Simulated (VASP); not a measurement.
The system is AlCu.

```xyz
2
Lattice="2.9975 0.0000 0.0000 0.0000 2.9975 0.0000 0.0000 0.0000 2.9975" Properties=species:S:1:pos:R:3 pbc="T T T"
Al    0.0000    0.0000    0.0000
Cu    1.4988    1.4988    1.4988
```

```yaml
Program: VASP 6.6.1
Task: relaxation of cell and atoms
Functional: PBEsol
Potentials_or_basis: VASP PAW PBE potentials, release 64 (Al, Cu)
Cutoff: 600 eV
k_mesh: 7 × 7 × 7
Occupations: methfessel-paxton, width 0.05 eV
Spin: no spin polarisation
```

At the start: pressure -3.9 GPa; volume 13.47 Å³/atom.

Q: Where does the relaxation end?

A: Over 3 steps the energy falls by 5.6 meV/atom and the volume is 13.02 Å³/atom (-3.3 %); space group Pm-3m (No. 221, to 0.05 Å).

The path:
```
step  energy change (eV)  largest force (eV/Å)  pressure (GPa)  volume (Å³)
   1              0.0000                0.0000           -3.89        26.93
   2             -0.0094                0.0000            1.71        25.68
   3             -0.0112                0.0000           -0.01        26.03
```

Final structure:
```yaml
crystal:
  lattice:
    - [2.96369, 0.00000, 0.00000]
    - [0.00000, 2.96369, 0.00000]
    - [0.00000, 0.00000, 2.96369]
  atoms:
    - { symbol: Al, position: [0.00000, 0.00000, 0.00000] }
    - { symbol: Cu, position: [0.50000, 0.50000, 0.50000] }
```

Caveat: the PAW data sets were made with another functional, which shifts forces and pressure a little.
